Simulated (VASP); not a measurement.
# KF: single point with PBEsol

Crystal: KF.

```
CELL_PARAMETERS angstrom
0.00000 2.67350 2.64676
2.67350 0.00000 2.64676
2.67350 2.67350 0.00000
ATOMIC_POSITIONS crystal
K 0.00000 0.00000 0.00000
F 0.50000 0.50000 0.50000
```

This cell differs from its parent crystal: zz strain of -1 %.

```json
{
 "Program": "VASP 6.6.1",
 "Task": "single point",
 "Functional": "PBEsol",
 "Potentials or basis": "VASP PAW PBE potentials, release 64 (K_sv, F)",
 "Cutoff": "520 eV",
 "k mesh": "9 × 9 × 9",
 "Occupations": "fermi-dirac, width 0.01 eV",
 "Spin": "no spin polarisation",
 "Dipole correction": "no",
 "Further INCAR settings": "ALGO = Normal; EDIFF = 1e-06; NBANDS = 15"
}
```

The pressure is -0.4 GPa and the band gap on the k mesh is 6.06 eV.

Stress tensor (GPa, compression positive):
```
-0.54  0.00  0.00
 0.00 -0.54  0.00
 0.00  0.00  0.01
```

Levels at points of the mesh, in eV from the valence-band top:
| k point | band 4 | band 5 | band 6 | band 7 | band 8 | band 9 | band 10 | band 11 | band 12 | band 13 |
| --- | --- | --- | --- | --- | --- | --- | --- | --- | --- | --- |
| (0.00, 0.00, 0.00) | -9.26 | -9.26 | -0.02 | -0.02 | 0.00 | 6.06 | 10.63 | 10.63 | 10.69 | 12.28 |

Run time: 66 s on 1 thread of Intel Xeon 8259CL, with other jobs on the host, peak memory 0.18 GiB.

Caveat: the cell differs from its parent crystal (zz strain of -1 %); the PAW data sets were made with another functional, which shifts forces and pressure a little; an odd mesh through Γ misses points on the zone boundary, where band edges can lie.
